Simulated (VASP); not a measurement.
# InAs (R-3m) in VASP: single point with PBE

Aim: the single point of InAs with PBE.

Program: VASP 6.6.1. These are calculated values, not measurements. Logs are shortened: lines on timing, memory, paths and dates and some standing lists are left out, and cuts for length are marked.

### 1 The cell of the first run

Symmetry: R-3m, No. 166, trigonal system. Conventional cell: a = 4.770 Å, b = 4.770 Å, c = 7.132 Å, α = 90.00°, β = 90.00°, γ = 120.00°. In (site symmetry -3m) has 8 As at 3.00 to 3.57 Å and 6 In at 3.64 Å within 3.9 Å. As (site symmetry -3m) has 8 In at 3.00 to 3.57 Å and 6 As at 3.64 Å within 3.9 Å.

### 2 Single point, PBE

The input, INCAR:

```
SYSTEM = InAs
PREC = Accurate
ENCUT = 500
EDIFF = 1E-6
ISMEAR = 0
SIGMA = 0.2
LREAL = .False.
LASPH = .True.
NELM = 120
ALGO = Normal
ISIF = 2
LWAVE = .False.
LCHARG = .True.
GGA = PE
LELF = .True.
LVHAR = .True.
NBANDS = 16
GGA_COMPAT = .False.
```

The input, KPOINTS:

```
regular mesh
0
Gamma
  5 5 5
  0 0 0
```

The input, POSCAR:

```
InAs
1.0
    2.3848321078      1.3768834610      2.3774892256
   -2.3848321078      1.3768834610      2.3774892256
    0.0000000000     -2.7537669172      2.3774892284
In As
1 1
Direct
    0.5000000000      0.5000000000      0.5000000000
    0.0000000000      0.0000000000      0.0000000000
```

Potentials or basis: VASP PAW PBE potentials, release 64 (In_d, As).

Started as:

```
$ cat potpaw_PBE.64/In_d/POTCAR potpaw_PBE.64/As/POTCAR > POTCAR
$ mpirun -np 1 vasp_std > vasp.out
```

OUTCAR:

```text
SYSTEM = InAs
   PREC = Accurate
   ENCUT = 500
   EDIFF = 1E-6
   ISMEAR = 0
   LREAL = .False.
   LASPH = .True.
   NELM = 120
   ISIF = 2
   GGA = PE

 ion  position               nearest neighbor table
   1  0.500  0.500  0.500-   2 3.00   2 3.00   2 3.00   2 3.00   2 3.00   2 3.00
   2  0.000  0.000  0.000-   1 3.00   1 3.00   1 3.00   1 3.00   1 3.00   1 3.00

  LATTYP: Found a trigonal (rhomboedric) cell.
 ALAT       =     3.6380884081
 COS(alpha) =     0.1405925407

  Lattice vectors:

 A1 = (   2.3848321078,   1.3768834610,   2.3774892256)
 A2 = (  -2.3848321078,   1.3768834610,   2.3774892256)
 A3 = (   0.0000000000,  -2.7537669172,   2.3774892284)

Analysis of symmetry for initial positions (statically):
=====================================================================
 Subroutine PRICEL returns:
 Original cell was already a primitive cell.

 Routine SETGRP: Setting up the symmetry group for a
 trigonal (rhombohedral) supercell.

 Subroutine GETGRP returns: Found 12 space group operations
 (whereof 12 operations were pure point group operations)
 out of a pool of 12 trial point group operations.

The static configuration has the point symmetry D_3d.

Analysis of symmetry for dynamics (positions and initial velocities):
=====================================================================
 Subroutine PRICEL returns:
 Original cell was already a primitive cell.

 Routine SETGRP: Setting up the symmetry group for a
 trigonal (rhombohedral) supercell.

 Subroutine GETGRP returns: Found 12 space group operations
 (whereof 12 operations were pure point group operations)
 out of a pool of 12 trial point group operations.

The dynamic configuration has the point symmetry D_3d.

 Subroutine INISYM returns: Found 12 space group operations
 (whereof 12 operations are pure point group operations),
 and found     1 'primitive' translations

----------------------------------------------------------------------------------------

                                     Primitive cell

  volume of cell :      46.8409

  direct lattice vectors                    reciprocal lattice vectors
     2.384832108  1.376883461  2.377489226     0.209658365  0.121046313  0.140203930
    -2.384832108  1.376883461  2.377489226    -0.209658365  0.121046313  0.140203930
     0.000000000 -2.753766917  2.377489228     0.000000000 -0.242092627  0.140203930

  length of vectors
     3.638088408  3.638088408  3.638088408     0.279760580  0.279760580  0.279760580

  position of ions in fractional coordinates (direct lattice)
     0.500000000  0.500000000  0.500000000
     0.000000000  0.000000000  0.000000000

  ion indices of the primitive-cell ions
   primitive index   ion index
                 1           1
                 2           2

----------------------------------------------------------------------------------------

 KPOINTS: regular mesh

Automatic generation of k-mesh.
 Grid dimensions read from file:
 generate k-points for:    5    5    5

 Generating k-lattice:

  Cartesian coordinates                     Fractional coordinates (reciprocal lattice)
     0.041931673  0.024209263  0.028040786     0.200000000  0.000000000  0.000000000
    -0.041931673  0.024209263  0.028040786     0.000000000  0.200000000  0.000000000
     0.000000000 -0.048418525  0.028040786     0.000000000  0.000000000  0.200000000

  Length of vectors
     0.055952116  0.055952116  0.055952116

  Shift w.r.t. Gamma in fractional coordinates (k-lattice)
     0.000000000  0.000000000  0.000000000

 Subroutine IBZKPT returns following result:
 ===========================================

 Found     19 irreducible k-points:

 Following reciprocal coordinates:
            Coordinates               Weight
  0.000000  0.000000  0.000000      1.000000
  0.200000 -0.000000  0.000000      6.000000
  0.400000 -0.000000  0.000000      6.000000
  0.200000  0.200000  0.000000      6.000000
  0.400000  0.200000  0.000000     12.000000
 -0.400000  0.200000  0.000000     12.000000
[... 11 lines left out ...]
  0.400000  0.400000  0.400000      2.000000
 -0.400000  0.400000  0.400000      6.000000
   k-points           NKPTS =     19   k-points in BZ     NKDIM =     19   number of bands    NBANDS=     16
   number of dos      NEDOS =    301   number of ions     NIONS =      2
   total plane-waves  NPLWV =  21952
   dimension x,y,z NGX =    28 NGY =   28 NGZ =   28
   dimension x,y,z NGXF=    56 NGYF=   56 NGZF=   56
   ions per type =               1   1
   NGX,Y,Z   is equivalent  to a cutoff of  12.79, 12.79, 12.79 a.u.
   NGXF,Y,Z  is equivalent  to a cutoff of  25.59, 25.59, 25.59 a.u.
 SYSTEM =  InAs
   PREC   = accura    normal or accurate (medium, high low for compatibility)
   ISTART =      0    job   : 0-new  1-cont  2-samecut
   ICHARG =      2    charge: 1-file 2-atom 10-const
   ISPIN  =      1    spin polarized calculation?
   LNONCOLLINEAR =      F non collinear calculations
   LSORBIT =      F    spin-orbit coupling
   LASPH  =      T    aspherical Exc in radial PAW
   ENCUT  =  500.0 eV  36.75 Ry    6.06 a.u.   6.63  6.63  6.63*2*pi/ulx,y,z
   NELM   =    120;   NELMIN=  2; NELMDL= -5     # of ELM steps
   EDIFF  = 0.1E-05   stopping-criterion for ELM
   LREAL  =      F    real-space projection
   EDIFFG = 0.1E-04   stopping-criterion for IOM
   NSW    =      0    number of steps for IOM
   IBRION =     -1    ionic relax: 0-MD 1-quasi-New 2-CG
   NFREE  =      0    steps in history (QN), initial steepest desc. (CG)
   ISIF   =      2    stress and relaxation
   ISYM   =      2    0-nonsym 1-usesym 2-fastsym
   POTIM  = 0.5000    time-step for ionic-motion
   TEBEG  =    0.0;   TEEND  =   0.0 temperature during run
   PSTRESS=    0.0 pullay stress
   NELECT =      18.0000    total number of electrons
   NUPDOWN=      -1.0000    fix difference up-down
   EMIN   =  10.00;   EMAX   =-10.00  energy-range for DOS
   EFERMI =   0.00;   METHOD = LEGACY
   ISMEAR =     0;   SIGMA  =   0.20  broadening in eV -4-tet -1-fermi 0-gaus
   EFERMI_NEDOS =   21; number of points for ismear=-14 and -15
   IALGO  =     38    algorithm
   IMIX   =      4    mixing-type and parameters
     AMIX     =   0.40;   BMIX     =  1.00
     AMIX_MAG =   1.60;   BMIX_MAG =  1.00
  volume/ion in A,a.u.               =      23.42       158.05
  Fermi-wavevector in a.u.,A,eV,Ry     =   1.190211  2.249173 19.274053  1.416603
  Thomas-Fermi vector in A             =   2.326301
   LORBIT       =      0    0 simple, 1 ext, 2 COOP (PROOUT), +10 PAW based schemes
   GGA     = PE    functional components
   LHFCALC =     F    Hartree Fock is set to
   AEXX    =    0.0000 exact exchange contribution
   IVDW    =     0    specifies the selected vdW correction
   LEPSILON=     F    determine dielectric tensor
   LRPA    =     F    only Hartree local field effects (RPA)
 non-spin polarized calculation
 Gauss-broadening in eV      SIGMA  =   0.20
  energy-cutoff  :      500.00
  volume of cell :       46.84
 maximum number of plane-waves:      1202
   NGX = 13   NGY = 13   NGZ = 13

 number of electron      17.9999996 magnetization

 Free energy of the ion-electron system (eV)
  ---------------------------------------------------
  ext. energy  EPLUGINS =         0.00000000
  ---------------------------------------------------
  free energy    TOTEN  =        -6.89459991 eV

  energy without entropy =       -6.86257917  energy(sigma->0) =       -6.87858954

 E-fermi :   6.6115     XC(G=0): -10.2838

 val. band max:        6.5269875316   @ k =   0.4000   0.2000   0.0000
 cond. band min:       6.6303135145   @ k =   0.2000  -0.0000   0.0000
 fundamental gap:      0.1033259829
 Fermi energy:         6.6114564361

 k-point     1 :       0.0000    0.0000    0.0000
  band No.  band energies     occupation
      1      -8.1330      2.00000
      2      -8.1330      2.00000
      3      -7.9926      2.00000
      4      -7.9664      2.00000
      5      -7.9664      2.00000
      6      -5.9486      2.00000
[... 8 lines left out ...]
     15      15.3980      0.00000
     16      18.4846      0.00000

 k-point     2 :       0.2000   -0.0000    0.0000
  band No.  band energies     occupation
      1      -8.1332      2.00000
      2      -8.0874      2.00000
      3      -8.0006      2.00000
      4      -7.9870      2.00000
      5      -7.9695      2.00000
      6      -5.5861      2.00000
[... 8 lines left out ...]
     15      15.0444      0.00000
     16      18.4074      0.00000

 k-point     3 :       0.4000   -0.0000    0.0000
  band No.  band energies     occupation
      1      -8.1386      2.00000
      2      -8.0309      2.00000
      3      -8.0150      2.00000
      4      -8.0094      2.00000
      5      -7.9641      2.00000
      6      -4.7410      2.00000
[... 8 lines left out ...]
     15      16.2123      0.00000
     16      17.4714      0.00000

 k-point     4 :       0.2000    0.2000    0.0000
  band No.  band energies     occupation
      1      -8.1146      2.00000
      2      -8.0578      2.00000
      3      -8.0450      2.00000
      4      -7.9922      2.00000
      5      -7.9764      2.00000
      6      -5.2829      2.00000
[... 8 lines left out ...]
     15      15.4390      0.00000
     16      18.0709      0.00000
[... 229 lines left out ...]
 k-point    17 :      -0.4000   -0.4000    0.2000
  band No.  band energies     occupation
      1      -8.1894      2.00000
      2      -8.0665      2.00000
      3      -8.0377      2.00000
      4      -7.9904      2.00000
      5      -7.9127      2.00000
      6      -3.3205      2.00000
[... 8 lines left out ...]
     15      18.5332      0.00000
     16      19.0695      0.00000

 k-point    18 :       0.4000    0.4000    0.4000
  band No.  band energies     occupation
      1      -8.1098      2.00000
      2      -8.0998      2.00000
      3      -8.0998      2.00000
      4      -7.9149      2.00000
      5      -7.9149      2.00000
      6      -3.3511      2.00000
[... 8 lines left out ...]
     15      19.6812      0.00000
     16      19.6812      0.00000

 k-point    19 :      -0.4000    0.4000    0.4000
  band No.  band energies     occupation
      1      -8.1302      2.00000
      2      -8.0990      2.00000
      3      -8.0963      2.00000
      4      -7.9166      2.00000
      5      -7.9126      2.00000
      6      -3.0678      2.00000
[... 8 lines left out ...]
     15      20.4184      0.00000
     16      21.2366      0.00000

------------------------ aborting loop because EDIFF is reached ----------------------------------------

  FORCE on cell =-STRESS in cart. coord.  units (eV):
  Direction    XX          YY          ZZ          XY          YZ          ZX
  --------------------------------------------------------------------------------------
  -------------------------------------------------------------------------------------
  Total       -0.1659064     -0.1659064     -0.0156181      0.0000000      0.0000000      0.0000000
  in kB       -5.6747769     -5.6747769     -0.5342129      0.0000000      0.0000000      0.0000000
  external PRESSURE =      -3.9612556 kB  Pullay stress =       0.0000000 kB

 VOLUME and BASIS-vectors are now :
 -----------------------------------------------------------------------------
  energy-cutoff  :      500.00
  volume of cell :       46.84
      direct lattice vectors                 reciprocal lattice vectors
     2.384832108  1.376883461  2.377489226     0.209658365  0.121046313  0.140203930
    -2.384832108  1.376883461  2.377489226    -0.209658365  0.121046313  0.140203930
     0.000000000 -2.753766917  2.377489228     0.000000000 -0.242092627  0.140203930

 POSITION                                       TOTAL-FORCE (eV/Angst)
 -----------------------------------------------------------------------------------
      0.00000      0.00000      3.56623         0.000000      0.000000      0.000000
      0.00000      0.00000      0.00000         0.000000     -0.000000     -0.000000
 -----------------------------------------------------------------------------------
    total drift:                               -0.000000     -0.000000      0.000000

  FREE ENERGIE OF THE ION-ELECTRON SYSTEM (eV)
  ---------------------------------------------------
  free  energy   TOTEN  =        -6.8945999059 eV

  energy  without entropy=       -6.8625791650  energy(sigma->0) =       -6.87858954
```

It took 7.9 s on 1 thread of Intel Xeon 6975P-C (Granite Rapids), shared host; peak memory 0.16 GiB.

Results:

| Quantity | Value |
| --- | --- |
| Free energy | -6.8946 eV |
| Pressure | -0.4 GPa |
| Band gap on the k mesh | zero (band 9 reaches 7.15 eV, above the bottom of band 10 at 5.19 eV) |

Caveat: spin-orbit coupling is left out, which moves the levels of the heavy elements.
